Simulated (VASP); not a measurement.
Wanted: the native input for a VASP 6.6.1 run.

```yaml
Task: single point
Functional: revPBE
Potentials_or_basis: VASP PAW PBE potentials, release 64 (Ga_d)
Cutoff: 520 eV
k_mesh: 10 × 10 × 9
Occupations: fermi-dirac, width 0.1 eV
Spin: no spin polarisation
Dipole_correction: no
Further_INCAR_settings: ALGO = Normal; EDIFF = 1e-06; NBANDS = 34
```

The structure of Ga lies in POSCAR:

```
Ga
1.0
    2.2714565701     -3.8019348644      0.0000000000
    2.2714565701      3.8019348644      0.0000000000
    0.0000000000      0.0000000000      4.4599004298
Ga
4
Direct
    0.8439416661      0.1560583339      0.0826813058
    0.6560583339      0.3439416661      0.5826813058
    0.1560583339      0.8439416661      0.9173186942
    0.3439416661      0.6560583339      0.4173186942
```

The input as run:

INCAR

```
ALGO = Normal ; EDIFF = 1E-6
ENCUT = 520 ; GGA = RE
ISIF = 2 ; ISMEAR = -1
LASPH = T ; LCHARG = F
LREAL = F ; LWAVE = F
NBANDS = 34 ; NELM = 80
PREC = Accurate ; SIGMA = 0.1
```

KPOINTS

```
k-points
0
Gamma
  10 10 9
```

Potentials or basis: VASP PAW PBE potentials, release 64 (Ga_d).

Run with:

```console
$ cat potpaw_PBE.64/Ga_d/POTCAR > POTCAR
$ mpirun -np 1 vasp_std > vasp.out
```

It gave:

```
Pressure               : 4.7 GPa
Largest force          : 0.032 eV/Å
Band gap on the k mesh : zero (bands 26 and 27 overlap by 1.14 eV)
```

Caveat: the cell stands under pressure; the PAW data sets were made with another functional, which shifts forces and pressure a little.

It took 2.7 min on 1 thread of Intel(R) Xeon(R) 6975P-C (Granite Rapids), on a shared host, peak memory 0.4 GiB.
